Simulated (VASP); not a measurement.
## As: density of states with PBE+D3(BJ)

The system is As.

```xyz
2
Lattice="1.8914 1.0920 3.3714 -1.8914 1.0920 3.3714 0.0000 -2.1840 3.3714" Properties=species:S:1:pos:R:3 pbc="T T T"
As    0.0000    0.0000    7.7850
As    0.0000    0.0000    2.3292
```

```json
{
 "Program": "VASP 6.6.1",
 "Task": "density of states",
 "Functional": "PBE",
 "Dispersion": "D3(BJ)",
 "Potentials or basis": "VASP PAW PBE potentials, release 64 (As)",
 "Cutoff": "520 eV",
 "k mesh": "15 × 15 × 15",
 "Occupations": "gaussian, width 0.1 eV",
 "Spin": "no spin polarisation",
 "Dipole correction": "no",
 "k mesh for the DOS": "23 × 23 × 23",
 "Occupations for the DOS": "tetrahedron",
 "Further INCAR settings": "ALGO = Normal; EDIFF = 1e-06; NBANDS = 12"
}
```

| Quantity | Value |
| --- | --- |
| Valence electrons inside the program's atomic spheres | As 2.70 |
| Dispersion energy per atom | -0.433 eV |

Levels at points of the mesh, in eV from the Fermi level:
```csv
k point,band 3,band 4,band 5,band 6,band 7,band 8
"(0.00, 0.00, 0.00)",-2.42,-2.10,-2.10,2.08,3.10,3.10
```

It took 3.6 min on 1 thread of Intel(R) Xeon(R) 6975P-C (Granite Rapids), on a shared host, peak memory 0.57 GiB.
